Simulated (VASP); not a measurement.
VPt, 2 atoms in the cell. The structure is tetragonal, space group P4/mmm (No. 123). Conventional cell: a = 2.648 Å, b = 2.648 Å, c = 3.840 Å, α = 90.00°, β = 90.00°, γ = 90.00°. Within 3.5 Å of V (site symmetry 4/mmm) lie 4 V at 2.65 Å and 8 Pt at 2.68 Å. Within 3.5 Å of Pt (site symmetry 4/mmm) lie 4 Pt at 2.65 Å and 8 V at 2.68 Å. 

* Program: VASP 6.6.1
* Task: single point
* Functional: LDA
* Potentials or basis: VASP PAW LDA potentials, release 64 (V_sv, Pt)
* Cutoff: 520 eV
* k mesh: 8 × 8 × 6
* Occupations: gaussian, width 0.1 eV
* Spin: collinear spin
* Starting moments: [0.13, 0.0] μB
* Dipole correction: no
* Further INCAR settings: ALGO = Normal; EDIFF = 1e-07; NBANDS = 22

Potentials or basis: VASP PAW LDA potentials, release 64 (V_sv, Pt).

Run with:

```sh
$ cat potpaw_LDA.64/V_sv/POTCAR potpaw_LDA.64/Pt/POTCAR > POTCAR
$ mpirun -np 1 vasp_std > vasp.out
```

Hardware: 1 thread of Intel(R) Xeon(R) 6975P-C (Granite Rapids), on a shared host.

Problem. How long does it take, and how much memory?

Solution. Wall time 24 s on 1 thread of Intel(R) Xeon(R) 6975P-C (Granite Rapids), with other jobs on the host, peak memory 0.17 GiB. Counts: scf iterations 14, k points 60.
